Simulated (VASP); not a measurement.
# BaTiO3 (R3m) in VASP: notebook

The runs below take BaTiO3 through single point, with PBE.

All numbers are computed with VASP 6.6.1; they aren't measurements. Logs are shortened: lines on timing, memory, paths and dates and some standing lists are left out, and cuts for length are marked.

### 1 The cell of the first run

It takes space group R3m (No. 160, trigonal). Conventional cell: a = 5.617 Å, b = 5.617 Å, c = 6.907 Å, α = 90.00°, β = 90.00°, γ = 120.00°. Ba (site symmetry 3m) has 12 O at 2.76 to 2.87 Å and 8 Ti at 3.38 to 3.52 Å within 3.6 Å. Ti (site symmetry 3m) has 6 O at 1.89 to 2.09 Å within 2.5 Å. O (site symmetry m) has 2 Ti at 1.89 to 2.09 Å within 2.5 Å.

### 2 Single point, PBE (12.58 Å³/atom)

The input, INCAR:

```
SYSTEM = BaTiO3
PREC = Accurate
ENCUT = 910
EDIFF = 1E-6
ISMEAR = -1
SIGMA = 0.02
LREAL = .False.
LASPH = .True.
NELM = 120
ALGO = Normal
ISIF = 2
LWAVE = .False.
LCHARG = .False.
GGA = PE
NBANDS = 28
GGA_COMPAT = .False.
```

The input, KPOINTS:

```
regular mesh
0
Gamma
  8 8 8
  0 0 0
```

The input, POSCAR:

```
BaTiO3
1.0
    2.8086889172      1.6215973024      2.3021762956
   -2.8086889172      1.6215973024      2.3021762956
    0.0000000000     -3.2431946048      2.3021762956
Ba Ti O
1 1 3
Direct
   -0.0006395358     -0.0006395358     -0.0006395358
    0.4893387219      0.4893387219      0.4893387219
    0.5093383557      0.5093383557      0.0139241026
    0.0139241026      0.5093383557      0.5093383557
    0.5093383557      0.0139241026      0.5093383557
```

Potentials or basis: VASP PAW PBE potentials, release 64 (Ba_sv, Ti_sv, O_h).

On the command line:

```bash
$ cat potpaw_PBE.64/Ba_sv/POTCAR potpaw_PBE.64/Ti_sv/POTCAR potpaw_PBE.64/O_h/POTCAR > POTCAR
$ mpirun -np 1 vasp_std > vasp.out
```

OUTCAR:

```text
SYSTEM = BaTiO3
   PREC = Accurate
   ENCUT = 910
   EDIFF = 1E-6
   ISMEAR = -1
   LREAL = .False.
   LASPH = .True.
   NELM = 120
   ISIF = 2
   GGA = PE

 ion  position               nearest neighbor table
   1  0.999  0.999  0.999-   3 2.76   4 2.76   5 2.76   4 2.81   5 2.81   5 2.81   4 2.81   3 2.81
                             3 2.81   3 2.87   4 2.87   5 2.87   2 3.38   2 3.42   2 3.42   2 3.42
   2  0.489  0.489  0.489-   3 1.89   4 1.89   5 1.89   3 2.09   4 2.09   5 2.09   1 3.38   1 3.42
                             1 3.42   1 3.42   1 3.47   1 3.47   1 3.47   1 3.52
   3  0.509  0.509  0.014-   2 1.89   2 2.09   1 2.76   1 2.81   1 2.81   1 2.87
   4  0.014  0.509  0.509-   2 1.89   2 2.09   1 2.76   1 2.81   1 2.81   1 2.87
   5  0.509  0.014  0.509-   2 1.89   2 2.09   1 2.76   1 2.81   1 2.81   1 2.87

  LATTYP: Found a trigonal (rhomboedric) cell.
 ALAT       =     3.9772260359
 COS(alpha) =     0.0025830844

  Lattice vectors:

 A1 = (   2.8086889172,   1.6215973024,   2.3021762956)
 A2 = (  -2.8086889172,   1.6215973024,   2.3021762956)
 A3 = (   0.0000000000,  -3.2431946048,   2.3021762956)

Analysis of symmetry for initial positions (statically):
=====================================================================
 Subroutine PRICEL returns:
 Original cell was already a primitive cell.

 Routine SETGRP: Setting up the symmetry group for a
 trigonal (rhombohedral) supercell.

 Subroutine GETGRP returns: Found  6 space group operations
 (whereof  6 operations were pure point group operations)
 out of a pool of 12 trial point group operations.

The static configuration has the point symmetry C_3v.

Analysis of symmetry for dynamics (positions and initial velocities):
=====================================================================
 Subroutine PRICEL returns:
 Original cell was already a primitive cell.

 Routine SETGRP: Setting up the symmetry group for a
 trigonal (rhombohedral) supercell.

 Subroutine GETGRP returns: Found  6 space group operations
 (whereof  6 operations were pure point group operations)
 out of a pool of 12 trial point group operations.

The dynamic configuration has the point symmetry C_3v.

 Subroutine INISYM returns: Found  6 space group operations
 (whereof  6 operations are pure point group operations),
 and found     1 'primitive' translations

[... 94 lines left out ...]
   ISPIN  =      1    spin polarized calculation?
   LNONCOLLINEAR =      F non collinear calculations
   LSORBIT =      F    spin-orbit coupling
   LASPH  =      T    aspherical Exc in radial PAW
   ENCUT  =  910.0 eV  66.88 Ry    8.18 a.u.   9.78  9.78  9.78*2*pi/ulx,y,z
   NELM   =    120;   NELMIN=  2; NELMDL= -5     # of ELM steps
   EDIFF  = 0.1E-05   stopping-criterion for ELM
   LREAL  =      F    real-space projection
   EDIFFG = 0.1E-04   stopping-criterion for IOM
   NSW    =      0    number of steps for IOM
   IBRION =     -1    ionic relax: 0-MD 1-quasi-New 2-CG
   NFREE  =      0    steps in history (QN), initial steepest desc. (CG)
   ISIF   =      2    stress and relaxation
   ISYM   =      2    0-nonsym 1-usesym 2-fastsym
   POTIM  = 0.5000    time-step for ionic-motion
   TEBEG  =    0.0;   TEEND  =   0.0 temperature during run
   PSTRESS=    0.0 pullay stress
   NELECT =      40.0000    total number of electrons
   NUPDOWN=      -1.0000    fix difference up-down
   EMIN   =  10.00;   EMAX   =-10.00  energy-range for DOS
   EFERMI =   0.00;   METHOD = LEGACY
   ISMEAR =    -1;   SIGMA  =   0.02  broadening in eV -4-tet -1-fermi 0-gaus
   EFERMI_NEDOS =   21; number of points for ismear=-14 and -15
   IALGO  =     38    algorithm
   IMIX   =      4    mixing-type and parameters
     AMIX     =   0.40;   BMIX     =  1.00
     AMIX_MAG =   1.60;   BMIX_MAG =  1.00
  volume/ion in A,a.u.               =      12.58        84.91
  Fermi-wavevector in a.u.,A,eV,Ry     =   1.407719  2.660203 26.962299  1.981673
  Thomas-Fermi vector in A             =   2.529950
   LORBIT       =      0    0 simple, 1 ext, 2 COOP (PROOUT), +10 PAW based schemes
   GGA     = PE    functional components
   LHFCALC =     F    Hartree Fock is set to
   AEXX    =    0.0000 exact exchange contribution
   IVDW    =     0    specifies the selected vdW correction
   LEPSILON=     F    determine dielectric tensor
   LRPA    =     F    only Hartree local field effects (RPA)
 non-spin polarized calculation
  energy-cutoff  :      910.00
  volume of cell :       62.91
 maximum number of plane-waves:      3948
   NGX = 19   NGY = 19   NGZ = 19

 number of electron      40.0000002 magnetization

 Free energy of the ion-electron system (eV)
  ---------------------------------------------------
  ext. energy  EPLUGINS =         0.00000000
  ---------------------------------------------------
  free energy    TOTEN  =       -39.95999147 eV

  energy without entropy =      -39.95999147  energy(sigma->0) =      -39.95999147

 E-fermi :   4.7792     XC(G=0): -11.3543

 val. band max:        4.3075853136   @ k =   0.5000   0.5000   0.5000
 cond. band min:       6.4980885918   @ k =   0.0000   0.0000   0.0000
 fundamental gap:      2.1905032783
 Fermi energy:         4.7792331314

 k-point     1 :       0.0000    0.0000    0.0000
  band No.  band energies     occupation
      1     -52.0369      2.00000
      2     -28.2855      2.00000
      3     -28.2855      2.00000
      4     -28.2826      2.00000
      5     -20.4450      2.00000
      6     -12.5856      2.00000
[... 733 lines left out ...]
     27      11.9782      0.00000
     28      13.1086      0.00000

 [... further k-points ...]
[... 5 lines left out ...]
  --------------------------------------------------------------------------------------
  -------------------------------------------------------------------------------------
  Total        3.5435806      3.5435806      3.4095225     -0.0000000      0.0000000      0.0000000
  in kB       90.2435997     90.2435997     86.8295731     -0.0000000      0.0000000      0.0000000
  external PRESSURE =      89.1055908 kB  Pullay stress =       0.0000000 kB

 VOLUME and BASIS-vectors are now :
 -----------------------------------------------------------------------------
  energy-cutoff  :      910.00
  volume of cell :       62.91
      direct lattice vectors                 reciprocal lattice vectors
     2.808688917  1.621597302  2.302176296     0.178019003  0.102779319  0.144790533
    -2.808688917  1.621597302  2.302176296    -0.178019003  0.102779319  0.144790533
     0.000000000 -3.243194605  2.302176296     0.000000000 -0.205558638  0.144790533

 POSITION                                       TOTAL-FORCE (eV/Angst)
 -----------------------------------------------------------------------------------
      0.00000      0.00000      6.90211        -0.000000      0.000000      0.034102
      0.00000      0.00000      3.37963        -0.000000     -0.000000      0.023028
      0.00000      1.60672      2.37723        -0.000000      0.004159     -0.019043
     -1.39146     -0.80336      2.37723        -0.003601     -0.002079     -0.019043
      1.39146     -0.80336      2.37723         0.003601     -0.002079     -0.019043
 -----------------------------------------------------------------------------------
    total drift:                                0.000000      0.000003      0.003295

  FREE ENERGIE OF THE ION-ELECTRON SYSTEM (eV)
  ---------------------------------------------------
  free  energy   TOTEN  =       -39.9599914712 eV

  energy  without entropy=      -39.9599914712  energy(sigma->0) =      -39.95999147
```

OSZICAR:

```text
N       E                     dE             d eps       ncg     rms          rms(c)
DAV:   1     0.595115384280E+03    0.59512E+03   -0.28774E+04  3640   0.235E+03
DAV:   2     0.584983575736E+02   -0.53662E+03   -0.51053E+03  3832   0.544E+02
DAV:   3    -0.444844308455E+02   -0.10298E+03   -0.98056E+02  5564   0.192E+02
DAV:   4    -0.503296701394E+02   -0.58452E+01   -0.58220E+01  4748   0.453E+01
DAV:   5    -0.505789028155E+02   -0.24923E+00   -0.24904E+00  5668   0.835E+00    0.242E+01
DAV:   6    -0.400185085931E+02    0.10560E+02   -0.54630E+01  5576   0.680E+01    0.999E+00
DAV:   7    -0.400958079189E+02   -0.77299E-01   -0.10305E+01  5020   0.231E+01    0.726E+00
DAV:   8    -0.399479197350E+02    0.14789E+00   -0.69664E-01  4420   0.743E+00    0.374E+00
DAV:   9    -0.399799405674E+02   -0.32021E-01   -0.33461E-01  5488   0.514E+00    0.142E+00
DAV:  10    -0.399640494448E+02    0.15891E-01   -0.12518E-01  4304   0.377E+00    0.677E-01
DAV:  11    -0.399600730635E+02    0.39764E-02   -0.19553E-02  4760   0.845E-01    0.168E-01
DAV:  12    -0.399603247458E+02   -0.25168E-03   -0.36478E-03  4824   0.600E-01    0.154E-01
DAV:  13    -0.399599938102E+02    0.33094E-03   -0.87651E-04  4540   0.326E-01    0.323E-02
DAV:  14    -0.399599915146E+02    0.22956E-05   -0.92561E-05  5756   0.875E-02    0.108E-02
DAV:  15    -0.399599929472E+02   -0.14326E-05   -0.25324E-05  4304   0.520E-02    0.115E-02
DAV:  16    -0.399599914232E+02    0.15240E-05   -0.48565E-06  4108   0.248E-02    0.213E-03
DAV:  17    -0.399599914712E+02   -0.47956E-07   -0.55867E-07  2452   0.574E-03
   1 F= -.39959991E+02 E0= -.39959991E+02  d E =-.592559E-12
```

stdout:

```text
POSCAR found type information on POSCAR BaTiO
 POSCAR found :  3 types and       5 ions
 scaLAPACK will be used
 LDA part: xc-table for (Slater+PW92), standard interpolation
 POSCAR, INCAR and KPOINTS ok, starting setup
 FFT: planning ... GRIDC
 FFT: planning ... GRID_SOFT
 FFT: planning ... GRID
 WAVECAR not read
 entering main loop
```

Wall time 2 min (1 thread of AMD EPYC 9R45 (Zen 5), shared host); peak memory 0.4 GiB.

Results:

```
Free energy            : -39.9600 eV
Pressure               : 8.9 GPa
Largest force          : 0.034 eV/Å
Band gap on the k mesh : 2.19 eV (least direct gap 2.48 eV)
```

Forces in eV/Å, atoms in the order of the input:
```
Ba   0.000  0.000  0.034
Ti   0.000  0.000  0.023
O    0.000  0.004 -0.019
O   -0.004 -0.002 -0.019
O    0.004 -0.002 -0.019
```

Stress tensor (GPa, compression positive):
```
9.02 0.00 0.00
0.00 9.02 0.00
0.00 0.00 8.68
```

Levels at points of the mesh, in eV from the valence-band top:
```
           k point  band 16  band 17  band 18  band 19  band 20  band 21  band 22  band 23  band 24  band 25
(0.00, 0.00, 0.00)    -1.26    -1.10    -0.40    -0.29    -0.29     2.19     2.19     2.31     4.40     4.40
(0.50, 0.00, 0.00)    -2.07    -1.78    -1.70    -0.88    -0.78     2.37     3.76     3.83     4.38     6.24
(0.50, 0.50, 0.00)    -2.76    -1.64    -0.87    -0.84    -0.09     3.81     3.82     4.18     5.10     7.94
(0.50, 0.50, 0.50)    -2.37    -2.35    -0.01    -0.01     0.00     4.37     4.47     4.47     6.74     6.74
```

Caveat: the cutoff is under 1.25 times the usual one of these potentials, so pressure, stress and relaxed cells hold a basis-set (Pulay) error; the cell stands under pressure; spin-orbit coupling is left out, which moves the levels of the heavy elements.

### 3 Single point, PBE (z stretched by -2 %, then relaxed in part)

The input, INCAR:

```
SYSTEM = BaTiO3
  ALGO = Normal
  EDIFF = 1E-6
  ENCUT = 910
  GGA = PE
  GGA_COMPAT = .False.
  ISIF = 2
  ISMEAR = -1
  LASPH = .True.
  LCHARG = .True.
  LELF = .True.
  LREAL = .False.
  LVHAR = .True.
  LWAVE = .False.
  NBANDS = 28
  NELM = 120
  PREC = Accurate
  SIGMA = 0.02
```

The input, KPOINTS:

```
k-points
0
Gamma
  8 8 8
  0 0 0
```

The input, POSCAR:

```
BaTiO3
1.0
    2.8276671207      1.6325543733      2.2713773724
   -2.8276671207      1.6325543733      2.2713773724
    0.0000000000     -3.2651087466      2.2713773724
Ba Ti O
1 1 3
Direct
   -0.0002986800     -0.0002986800     -0.0002986800
    0.4900895207      0.4900895207      0.4900895207
    0.5087503897      0.5087503897      0.0140083799
    0.0140083799      0.5087503897      0.5087503897
    0.5087503897      0.0140083799      0.5087503897
```

Potentials or basis: VASP PAW PBE potentials, release 64 (Ba_sv, Ti_sv, O_h).

On the command line:

```bash
$ cat potpaw_PBE.64/Ba_sv/POTCAR potpaw_PBE.64/Ti_sv/POTCAR potpaw_PBE.64/O_h/POTCAR > POTCAR
$ mpirun -np 1 vasp_std > vasp.out
```

Run time: 2.5 min. Hardware: 1 thread of AMD EPYC 9R45 (Zen 5), shared host; peak memory 0.4 GiB.

Results (log left out):

* Free energy: -39.9489 eV
* Pressure: 8.8 GPa
* Largest force: 0.033 eV/Å
* Band gap on the k mesh: 2.15 eV (least direct gap 2.48 eV)

Forces in eV/Å, atoms in the order of the input:
```
Ba   0.000  0.000  0.033
Ti   0.000  0.000  0.026
O    0.000  0.005 -0.020
O   -0.004 -0.003 -0.020
O    0.004 -0.003 -0.020
```

Stress tensor (GPa, compression positive):
```
 7.21  0.00  0.00
 0.00  7.21  0.00
 0.00  0.00 11.84
```

Levels at points of the mesh, in eV from the valence-band top:
```
           k point  band 17  band 18  band 19  band 20  band 21  band 22  band 23  band 24
(0.00, 0.00, 0.00)    -1.17    -0.33    -0.33    -0.33     2.15     2.15     2.20     4.34
(0.50, 0.00, 0.00)    -1.83    -1.71    -0.85    -0.83     2.32     3.71     3.79     4.33
(0.50, 0.50, 0.00)    -1.67    -0.89    -0.87    -0.11     3.75     3.78     4.15     5.06
(0.50, 0.50, 0.50)    -2.30    -0.04    -0.04     0.00     4.31     4.44     4.44     6.75
```

Caveat: the cell differs from its parent crystal (z stretched by -2 %, then relaxed in part); the cutoff is under 1.25 times the usual one of these potentials, so pressure, stress and relaxed cells hold a basis-set (Pulay) error; the cell stands under pressure; spin-orbit coupling is left out, which moves the levels of the heavy elements. A k mesh can miss the band edges.
